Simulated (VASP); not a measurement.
Set up this calculation in VASP 6.6.1, as the native input.

```yaml
Task: G0W0 quasiparticle levels
Functional: PBE
Potentials_or_basis: VASP PAW PBE potentials, release 64 (In_d_GW, P_GW)
Cutoff: 500 eV
k_mesh: 4 × 4 × 4
Occupations: gaussian, width 0.01 eV
Spin: no spin polarisation
Dipole_correction: no
GW_scheme: G0W0
GW_iterations: 1
Cutoff_of_the_response_function: 60
Frequency_points: 48
Empty_bands: 30
Further_INCAR_settings: ALGO = EVGW0; EDIFF = 1e-08; NBANDS = 39
```

Crystal: InP.

```xyz
2
Lattice="0.0000 2.9538 2.9538 2.9538 0.0000 2.9538 2.9538 2.9538 0.0000" Properties=species:S:1:pos:R:3 pbc="T T T"
In    0.0000    0.0000    0.0000
P     1.4769    1.4769    1.4769
```

The input as run:

POSCAR

```
InP
1.0
    0.0000000000      2.9538133435      2.9538133435
    2.9538133435      0.0000000000      2.9538133435
    2.9538133435      2.9538133435      0.0000000000
In P
1 1
Direct
    0.0000000000      0.0000000000      0.0000000000
    0.2500000000      0.2500000000      0.2500000000
```

INCAR.step1

```
PREC = Accurate
ENCUT = 500
EDIFF = 1E-8
ISMEAR = 0
SIGMA = 0.01
LREAL = False
LASPH = True
NELM = 100
ALGO = Normal
LWAVE = True
LCHARG = False
GGA = PE
```

INCAR.step2

```
PREC = Accurate
ENCUT = 500
EDIFF = 1E-8
ISMEAR = 0
SIGMA = 0.01
LREAL = False
LASPH = True
NELM = 1
ALGO = Exact
LWAVE = True
LCHARG = False
GGA = PE
NBANDS = 39
LOPTICS = True
ISTART = 1
```

INCAR.step3

```
PREC = Accurate
ENCUT = 500
EDIFF = 1E-8
ISMEAR = 0
SIGMA = 0.01
LREAL = False
LASPH = True
ALGO = EVGW0
LWAVE = False
LCHARG = False
GGA = PE
NELMGW = 1
NBANDS = 39
ENCUTGW = 60
NOMEGA = 48
PRECFOCK = Fast
ISTART = 1
NBANDSGW = 17
```

KPOINTS

```
Automatic mesh
0
Gamma
  4 4 4
```

Potentials or basis: VASP PAW PBE potentials, release 64 (In_d_GW, P_GW).

Run with:

```console
$ cat potpaw_PBE.64/In_d_GW/POTCAR potpaw_PBE.64/P_GW/POTCAR > POTCAR
$ cp INCAR.step1 INCAR
$ mpirun -np 1 vasp_std > vasp.out
$ cp INCAR.step2 INCAR
$ mpirun -np 1 vasp_std > vasp.out
$ cp INCAR.step3 INCAR
$ mpirun -np 1 vasp_std > vasp.out
```

It gave:

- Band gap on the k mesh, mean-field level: 0.57 eV, direct
- Quasiparticle gap: 1.13 eV
- Least direct quasiparticle gap: 1.13 eV

Caveat: the k points lie up to 0.46 Å⁻¹ apart; bands, screening cutoff and mesh are small and nothing is extrapolated, so the quasiparticle values aren't converged; spin-orbit coupling is left out, which moves the levels of the heavy elements.

Run time: 110 s on 1 thread of Intel(R) Xeon(R) Platinum 8559C (Emerald Rapids) (shared host), peak memory 0.56 GiB.
